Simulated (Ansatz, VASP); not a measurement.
C in VASP and in Ansatz

File INCAR:

```
SYSTEM = C
ALGO = Normal
EDIFF = 1E-6
ENCUT = 520
GGA = PE
ISIF = 2
ISMEAR = 0
LASPH = .True.
LCHARG = .True.
LELF = .True.
LREAL = .False.
LVHAR = .True.
LWAVE = .False.
NBANDS = 11
NELM = 100
PREC = Accurate
SIGMA = 0.05
```

File KPOINTS:

```
k-points
0
Gamma
  12 12 12
  0 0 0
```

Contents of POSCAR:

```
C
1.0
    0.0000000000      1.6496450000      1.7834000000
    1.6496450000      0.0000000000      1.7834000000
    1.6496450000      1.6496450000      0.0000000000
C
2
Direct
    0.5000000000      0.5000000000      0.5000000000
    0.7500000000      0.7500000000      0.7500000000
```

Input for Ansatz:

```yaml
crystal:
  lattice:
    - [0.0, 1.649645, 1.7834]
    - [1.649645, 0.0, 1.7834]
    - [1.649645, 1.649645, 0.0]
  atoms:
    - { symbol: C, position: [0.5, 0.5, 0.5] }
    - { symbol: C, position: [0.75, 0.75, 0.75] }
basis:
  ecutwfc: 420
kpoints:
  mp_grid: { grid: [12, 12, 12] }
hamiltonian:
  xc: pbe
scf:
  occupations: { method: gaussian, width: 0.05 }
output:
  forces: true
  stress: true
  eigenvalues: true
```

Change from the starting cell: strain -0.0750 x Voigt [1, 1, 0, 0, 0, 0], atoms carried along.

Alike in both runs: task single point; functional PBE; k mesh 12 × 12 × 12; occupations gaussian, width 0.05 eV; no spin polarisation.

|  | VASP | Ansatz |
| --- | --- | --- |
| version | VASP 6.6.1 | Ansatz 0.2.0 |
| potentials or method | VASP PAW PBE potentials, release 64 (C), cutoff 520 eV | scalar-relativistic, plane waves, PAW |
| valence electrons in the cell | 8 | 8 |

Ansatz gave:

| Quantity | Value |
| --- | --- |
| gap on the k mesh at the Fermi level (eV) | 3.45 |
| least direct gap on the mesh (eV) | 5.28 |
| pressure (GPa) | 92.6 |
| traceless stress, the component that is largest in VASP (GPa) | -61.31 |

Q: What did VASP give for the same quantities?

A: gap on the k mesh at the Fermi level (eV): 3.44; least direct gap on the mesh (eV): 5.27; pressure (GPa): 94.0; traceless stress, the component that is largest in VASP (GPa): -61.23.

Both programs put the cell under a high pressure, so it lies far from rest at this level.

Noted on VASP's run: the cell as given lies far from equilibrium.
